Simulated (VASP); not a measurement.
# Zn2SiN3 (P-6m2) in VASP: further runs

Zn2SiN3 is run at these levels: PBE; tasks: single point.

All numbers are computed with VASP 6.6.1; they aren't measurements. Logs are shortened: lines on timing, memory, paths and dates and some standing lists are left out, and cuts for length are marked.

## (1) The cell of the first run

The structure is hexagonal, space group P-6m2 (No. 187). Conventional cell: a = 4.285 Å, b = 4.285 Å, c = 5.137 Å, α = 90.00°, β = 90.00°, γ = 120.00°. Within 3.3 Å of Zn (site symmetry 3m) lie 2 Zn at 2.49 to 2.65 Å and 9 N at 2.58 to 3.13 Å and 3 Si at 2.77 Å. Within 2.6 Å of Si (site symmetry -6m2) lie 2 N at 1.98 Å. Within 1.6 Å of N (site symmetry 3m) lie 1 N at 1.17 Å. Within 3.4 Å of N (site symmetry -6m2) lie 6 N at 2.54 Å and 6 Zn at 2.81 Å.

## (2) Single point, PBE, collinear spin, ferromagnetic start

Contents of INCAR:

```
SYSTEM = Zn2SiN3
PREC = Accurate ; ENCUT = 520
EDIFF = 1E-6 ; ISMEAR = 0
SIGMA = 0.1 ; LREAL = .FALSE.
LASPH = .TRUE. ; NELM = 150
ALGO = Normal ; ISIF = 2
LWAVE = .FALSE. ; LCHARG = .FALSE.
ISPIN = 2 ; MAGMOM = 0 0 0 1 1 1
LORBIT = 11 ; GGA = PE
NBANDS = 34
```

Contents of KPOINTS:

```
regular mesh
0
G
  6 6 4
  0 0 0
```

Contents of POSCAR:

```
Zn2SiN3
1.0
    4.2850426330     -0.0000000027      0.0000000000
   -2.1425213142      3.7109557778      0.0000000000
    0.0000000000      0.0000000000      5.1370039356
Zn Si N
2 1 3
Direct
    0.0000000000      0.0000000000      0.2579268776
    0.0000000000      0.0000000000      0.7420731224
    0.6666666667      0.3333333333      0.5000000000
    0.6666666667      0.3333333333      0.8861181694
    0.6666666667      0.3333333333      0.1138818306
    0.3333333333      0.6666666667      0.0000000000
```

Potentials or basis: VASP PAW PBE potentials, release 64 (Zn, Si, N).

Launch:

```
cat potpaw_PBE.64/Zn/POTCAR potpaw_PBE.64/Si/POTCAR potpaw_PBE.64/N/POTCAR > POTCAR
mpirun -np 1 vasp_std > vasp.out
```

OUTCAR:

```text
SYSTEM = Zn2SiN3
   PREC = Accurate
   ENCUT = 520
   EDIFF = 1E-6
   ISMEAR = 0
   LREAL = .FALSE.
   LASPH = .TRUE.
   NELM = 150
   ISIF = 2
   ISPIN = 2
   LORBIT = 11
   GGA = PE

 ion  position               nearest neighbor table
   1  0.000  0.000  0.258-   2 2.49   2 2.65   3 2.77   3 2.77   3 2.77
   2  0.000  0.000  0.742-   1 2.49   1 2.65   3 2.77   3 2.77   3 2.77
   3  0.667  0.333  0.500-   4 1.98   5 1.98   1 2.77   2 2.77   1 2.77   2 2.77   1 2.77   2 2.77

   4  0.667  0.333  0.886-   5 1.17   3 1.98
   5  0.667  0.333  0.114-   4 1.17   3 1.98
   6  0.333  0.667  0.000-

  LATTYP: Found a hexagonal cell.
 ALAT       =     4.2850426330
 C/A-ratio  =     1.1988221298

  Lattice vectors:

 A1 = (   4.2850426330,  -0.0000000027,   0.0000000000)
 A2 = (  -2.1425213142,   3.7109557778,   0.0000000000)
 A3 = (   0.0000000000,   0.0000000000,   5.1370039356)

Analysis of symmetry for initial positions (statically):
=====================================================================
 Subroutine PRICEL returns:
 Original cell was already a primitive cell.

 Routine SETGRP: Setting up the symmetry group for a
 hexagonal supercell.

 Subroutine GETGRP returns: Found 12 space group operations
 (whereof 12 operations were pure point group operations)
 out of a pool of 24 trial point group operations.

The static configuration has the point symmetry D_3h.

Analysis of symmetry for dynamics (positions and initial velocities):
=====================================================================
 Subroutine PRICEL returns:
 Original cell was already a primitive cell.

 Routine SETGRP: Setting up the symmetry group for a
 hexagonal supercell.

 Subroutine GETGRP returns: Found 12 space group operations
 (whereof 12 operations were pure point group operations)
 out of a pool of 24 trial point group operations.

The dynamic configuration has the point symmetry D_3h.

Analysis of structural, dynamic, and magnetic symmetry:
=====================================================================
 Subroutine PRICEL returns:
 Original cell was already a primitive cell.

 Routine SETGRP: Setting up the symmetry group for a
 hexagonal supercell.

 Subroutine GETGRP returns: Found 12 space group operations
 (whereof 12 operations were pure point group operations)
[... 135 lines left out ...]
   LEPSILON=     F    determine dielectric tensor
   LRPA    =     F    only Hartree local field effects (RPA)
 spin polarized calculation
 Gauss-broadening in eV      SIGMA  =   0.10
  energy-cutoff  :      520.00
  volume of cell :       81.69
 maximum number of plane-waves:      2226
 NGX is ok and might be reduce to    32
   NGX = 15   NGY = 15   NGZ = 19

 number of electron      43.0000019 magnetization       0.9163923

 Free energy of the ion-electron system (eV)
  ---------------------------------------------------
  ext. energy  EPLUGINS =         0.00000000
  ---------------------------------------------------
  free energy    TOTEN  =       -24.50886288 eV

  energy without entropy =      -24.49749223  energy(sigma->0) =      -24.50317755

 E-fermi :   3.3718     XC(G=0): -10.5350

 val. band max:        3.3165274919   @ k =   0.5000  -0.0000   0.0000
 cond. band min:       3.3768597001   @ k =   0.1667  -0.0000   0.2500
 fundamental gap:      0.0603322082
 Fermi energy:         3.3717804150

 spin component 1

 k-point     1 :       0.0000    0.0000    0.0000
  band No.  band energies     occupation
      1     -19.3275      1.00000
      2      -9.7085      1.00000
      3      -8.5761      1.00000
      4      -7.1850      1.00000
      5      -4.4719      1.00000
      6      -4.4719      1.00000
[... 745 lines left out ...]
     32      12.9357      0.00000
     33      13.3259      0.00000
 Fermi energy:         3.3717804150

 spin component 2

 k-point     1 :       0.0000    0.0000    0.0000
  band No.  band energies     occupation
      1     -19.2949      1.00000
      2      -8.5807      1.00000
      3      -8.5668      1.00000
      4      -6.8732      1.00000
      5      -4.4499      1.00000
      6      -4.4499      1.00000
[... 745 lines left out ...]
     32      13.1046      0.00000
     33      13.2742      0.00000
 [bands above 33 left out]

------------------------ aborting loop because EDIFF is reached ----------------------------------------

  FORCE on cell =-STRESS in cart. coord.  units (eV):
  Direction    XX          YY          ZZ          XY          YZ          ZX
  --------------------------------------------------------------------------------------
  -------------------------------------------------------------------------------------
  Total       -0.0099619     -0.0099619      0.6554965      0.0000000     -0.0000000      0.0000000
  in kB       -0.1953895     -0.1953895     12.8567185      0.0000000     -0.0000000      0.0000000
  external PRESSURE =       4.1553132 kB  Pullay stress =       0.0000000 kB

 VOLUME and BASIS-vectors are now :
 -----------------------------------------------------------------------------
  energy-cutoff  :      520.00
  volume of cell :       81.69
      direct lattice vectors                 reciprocal lattice vectors
     4.285042633 -0.000000003  0.000000000     0.233369907  0.134736178  0.000000000
    -2.142521314  3.710955778  0.000000000     0.000000000  0.269472357  0.000000000
     0.000000000  0.000000000  5.137003936     0.000000000  0.000000000  0.194665998

 POSITION                                       TOTAL-FORCE (eV/Angst)
 -----------------------------------------------------------------------------------
      0.00000      0.00000      1.32497         0.000000      0.000000     -0.002661
      0.00000      0.00000      3.81203        -0.000000      0.000000      0.002661
      2.14252      1.23699      2.56850         0.000000     -0.000000      0.000000
      2.14252      1.23699      4.55199         0.000000     -0.000000     -0.594534
      2.14252      1.23699      0.58501         0.000000     -0.000000      0.594534
      0.00000      2.47397      0.00000        -0.000000     -0.000000      0.000000
 -----------------------------------------------------------------------------------
    total drift:                                0.000001     -0.000001      0.000000

  FREE ENERGIE OF THE ION-ELECTRON SYSTEM (eV)
  ---------------------------------------------------
  free  energy   TOTEN  =       -24.5088628788 eV

  energy  without entropy=      -24.4974922294  energy(sigma->0) =      -24.50317755

 total charge

# of ion       s       p       d       tot
------------------------------------------
    1        0.563   0.316   9.759  10.638
    2        0.563   0.316   9.759  10.638
    3        0.860   0.644   0.000   1.504
    4        1.318   2.532   0.000   3.850
    5        1.318   2.532   0.000   3.850
    6        1.350   2.005   0.000   3.355
--------------------------------------------------
tot          5.974   8.344  19.518  33.836

 magnetization (x)

# of ion       s       p       d       tot
------------------------------------------
    1       -0.040  -0.013   0.008  -0.045
    2       -0.040  -0.013   0.008  -0.045
    3        0.002   0.021   0.000   0.023
    4        0.000   0.012   0.000   0.012
    5        0.000   0.012   0.000   0.012
    6        0.015   0.690   0.000   0.704
--------------------------------------------------
tot         -0.063   0.708   0.016   0.661
```

OSZICAR:

```text
N       E                     dE             d eps       ncg     rms          rms(c)
DAV:   1     0.338737925833E+03    0.33874E+03   -0.19767E+04  2856   0.154E+03
DAV:   2     0.177181167057E+02   -0.32102E+03   -0.29859E+03  2976   0.367E+02
DAV:   3    -0.253372522343E+02   -0.43055E+02   -0.41256E+02  3432   0.126E+02
DAV:   4    -0.268272127241E+02   -0.14900E+01   -0.14809E+01  3164   0.240E+01
DAV:   5    -0.268444549422E+02   -0.17242E-01   -0.17235E-01  3360   0.261E+00    0.129E+01
DAV:   6    -0.271715982978E+02   -0.32714E+00   -0.49010E+01  3990   0.477E+01    0.137E+01
DAV:   7    -0.246029330341E+02    0.25687E+01   -0.13265E+01  4172   0.167E+01    0.539E+00
DAV:   8    -0.244950042163E+02    0.10793E+00   -0.12561E+00  3248   0.676E+00    0.309E+00
DAV:   9    -0.245114230515E+02   -0.16419E-01   -0.37161E-01  3594   0.308E+00    0.984E-01
DAV:  10    -0.245068838552E+02    0.45392E-02   -0.52862E-02  3710   0.182E+00    0.350E-01
DAV:  11    -0.245087207604E+02   -0.18369E-02   -0.97073E-03  3028   0.529E-01    0.147E-01
DAV:  12    -0.245088413836E+02   -0.12062E-03   -0.15234E-03  3280   0.190E-01    0.669E-02
DAV:  13    -0.245088478057E+02   -0.64221E-05   -0.22624E-04  3166   0.957E-02    0.295E-02
DAV:  14    -0.245088622258E+02   -0.14420E-04   -0.37414E-05  3148   0.284E-02    0.141E-02
DAV:  15    -0.245088630913E+02   -0.86549E-06   -0.15921E-05  3038   0.160E-02    0.540E-03
DAV:  16    -0.245088628788E+02    0.21244E-06   -0.26646E-06  2400   0.813E-03
   1 F= -.24508863E+02 E0= -.24503178E+02  d E =-.113706E-01  mag=     0.9166
```

stdout:

```text
POSCAR found type information on POSCAR ZnSiN
 POSCAR found :  3 types and       6 ions
 scaLAPACK will be used
 LDA part: xc-table for (Slater+PW92), standard interpolation
 POSCAR, INCAR and KPOINTS ok, starting setup
 FFT: planning ... GRIDC
 FFT: planning ... GRID_SOFT
 FFT: planning ... GRID
 WAVECAR not read
 entering main loop
```

It took 69 s on 1 thread of Intel Xeon Platinum 8375C at 2.90GHz (Ice Lake), shared host; peak memory 0.27 GiB.

What came out:

| Property | Result |
| --- | --- |
| Free energy | -24.5089 eV |
| Pressure | 0.4 GPa |
| Largest force | 0.595 eV/Å |
| Net moment | 0.92 μB per cell |
| Site moments | Zn -0.04; Si +0.02; N +0.01, +0.70 μB |
| Valence electrons inside the program's atomic spheres | Zn 10.64; Si 1.50; N 3.85, 3.35 |

Forces in eV/Å, atoms in the order of the input:
```
Zn   0.000  0.000 -0.003
Zn   0.000  0.000  0.003
Si   0.000  0.000  0.000
N    0.000  0.000 -0.595
N    0.000  0.000  0.595
N    0.000  0.000  0.000
```

Caveat: the standard files for N, O and F lose accuracy on very short bonds.

## (3) Single point, PBE, collinear spin, ferromagnetic start

This run uses another cell than the first one, of 14.52 Å³/atom, 1.067 times its volume.

Contents of INCAR:

```
ALGO     = Normal         # electronic algorithm
EDIFF    = 1E-7           # SCF threshold, eV
ENCUT    = 520            # plane-wave cutoff, eV
GGA      = PE             # functional
ISIF     = 2              # what is computed and relaxed
ISMEAR   = 0              # smearing method
ISPIN    = 2              # spin polarisation
LASPH    = T              # aspherical terms in the spheres
LCHARG   = T              # write CHGCAR
LELF     = T              # ELF
LORBIT   = 11             # projections on sites
LREAL    = F              # projectors in reciprocal space
LVHAR    = T            
LWAVE    = F              # write WAVECAR
MAGMOM   = 0 0 0 1 1 1    # initial moments
NBANDS   = 34             # bands
NELM     = 150            # most SCF steps
PREC     = Accurate       # precision mode
SIGMA    = 0.1            # smearing width, eV
```

Contents of KPOINTS:

```
k-points
0
Gamma
  6 6 4
```

Contents of POSCAR:

```
Zn2SiN3
1.0
    4.5845701300      0.0000000000      0.0000000000
   -2.2922850600      3.9703542000      0.0000000000
    0.0000000000      0.0000000000      4.7875693600
Zn Si N
2 1 3
Direct
    0.0000000000      0.0000000000      0.2284523500
    0.0000000000      0.0000000000      0.7715476500
    0.6666666700      0.3333333300      0.5000000000
    0.6666666700      0.3333333300      0.8331553800
    0.6666666700      0.3333333300      0.1668446200
    0.3333333300      0.6666666700      0.0000000000
```

Potentials or basis: VASP PAW PBE potentials, release 64 (Zn, Si, N).

Launch:

```
cat potpaw_PBE.64/Zn/POTCAR potpaw_PBE.64/Si/POTCAR potpaw_PBE.64/N/POTCAR > POTCAR
mpirun -np 1 vasp_std > vasp.out
```

OUTCAR:

```text
EDIFF = 1E-7
   ENCUT = 520
   GGA = PE
   ISIF = 2
   ISMEAR = 0
   ISPIN = 2
   LASPH = T
   LORBIT = 11
   LREAL = F
   NELM = 150
   PREC = Accurate

 ion  position               nearest neighbor table
   1  0.000  0.000  0.228-   2 2.19   2 2.60   3 2.95   3 2.95   3 2.95
   2  0.000  0.000  0.772-   1 2.19   1 2.60   3 2.95   3 2.95   3 2.95
   3  0.667  0.333  0.500-   4 1.60   5 1.60   1 2.95   2 2.95   1 2.95   2 2.95   1 2.95   2 2.95

   4  0.667  0.333  0.833-   3 1.60   5 1.60
   5  0.667  0.333  0.167-   3 1.60   4 1.60
   6  0.333  0.667  0.000-

  LATTYP: Found a hexagonal cell.
 ALAT       =     4.5845701300
 C/A-ratio  =     1.0442787926

  Lattice vectors:

 A1 = (   4.5845701300,   0.0000000000,   0.0000000000)
 A2 = (  -2.2922850600,   3.9703542000,   0.0000000000)
 A3 = (   0.0000000000,   0.0000000000,   4.7875693600)

[... 1722 lines left out ...]
  --------------------------------------------------------------------------------------
  -------------------------------------------------------------------------------------
  Total       -1.2183187     -1.2183187      8.5034342     -0.0000000      0.0000000     -0.0000000
  in kB      -22.3989954    -22.3989954    156.3370768     -0.0000000      0.0000000     -0.0000000
  external PRESSURE =      37.1796953 kB  Pullay stress =       0.0000000 kB

 VOLUME and BASIS-vectors are now :
 -----------------------------------------------------------------------------
  energy-cutoff  :      520.00
  volume of cell :       87.15
      direct lattice vectors                 reciprocal lattice vectors
     4.584570130  0.000000000  0.000000000     0.218122958  0.125933348  0.000000000
    -2.292285060  3.970354200  0.000000000     0.000000000  0.251866697  0.000000000
     0.000000000  0.000000000  4.787569360     0.000000000  0.000000000  0.208874258

 POSITION                                       TOTAL-FORCE (eV/Angst)
 -----------------------------------------------------------------------------------
      0.00000      0.00000      1.09373        -0.000000      0.000000      2.095714
      0.00000      0.00000      3.69384        -0.000000      0.000000     -2.095714
      2.29229      1.32345      2.39378         0.000000     -0.000000      0.000000
      2.29229      1.32345      3.98879         0.000000     -0.000000      5.948516
      2.29229      1.32345      0.79878         0.000000      0.000000     -5.948516
     -0.00000      2.64690      0.00000         0.000000     -0.000000      0.000000
 -----------------------------------------------------------------------------------
    total drift:                               -0.000023      0.000013      0.000000

  FREE ENERGIE OF THE ION-ELECTRON SYSTEM (eV)
  ---------------------------------------------------
  free  energy   TOTEN  =       -22.3090777438 eV

  energy  without entropy=      -22.2926891091  energy(sigma->0) =      -22.30088343

 total charge

# of ion       s       p       d       tot
------------------------------------------
    1        0.649   0.299   9.758  10.705
    2        0.649   0.299   9.758  10.705
    3        0.763   0.900   0.000   1.663
    4        1.300   2.363   0.000   3.663
    5        1.300   2.363   0.000   3.663
    6        1.357   1.975   0.000   3.332
--------------------------------------------------
tot          6.017   8.198  19.516  33.731

 magnetization (x)

# of ion       s       p       d       tot
------------------------------------------
    1        0.010  -0.025   0.013  -0.002
    2        0.010  -0.025   0.013  -0.002
    3        0.008   0.001   0.000   0.009
    4        0.009   0.095   0.000   0.104
    5        0.009   0.095   0.000   0.104
    6        0.034   1.454   0.000   1.488
--------------------------------------------------
tot          0.080   1.595   0.027   1.701
```

Wall time 1.8 min (1 thread of Intel Xeon Platinum 8375C at 2.90GHz (Ice Lake), shared host); peak memory 0.28 GiB.

What came out:

- Free energy: -22.3091 eV
- Pressure: 3.7 GPa
- Largest force: 5.949 eV/Å
- Net moment: 2.39 μB per cell
- Site moments: Zn -0.00; Si +0.01; N +0.10, +1.49 μB
- Valence electrons inside the program's atomic spheres: Zn 10.71; Si 1.66; N 3.66, 3.33

Forces in eV/Å, atoms in the order of the input:
```
Zn   0.000  0.000  2.096
Zn   0.000  0.000 -2.096
Si   0.000  0.000  0.000
N    0.000  0.000  5.949
N    0.000  0.000 -5.949
N    0.000  0.000  0.000
```

Stress tensor (GPa, compression positive):
```
-2.24  0.00  0.00
 0.00 -2.24  0.00
 0.00  0.00 15.63
```

Caveat: forces of over 1 eV/Å act on the atoms, so gaps and moduli don't describe the material at rest.
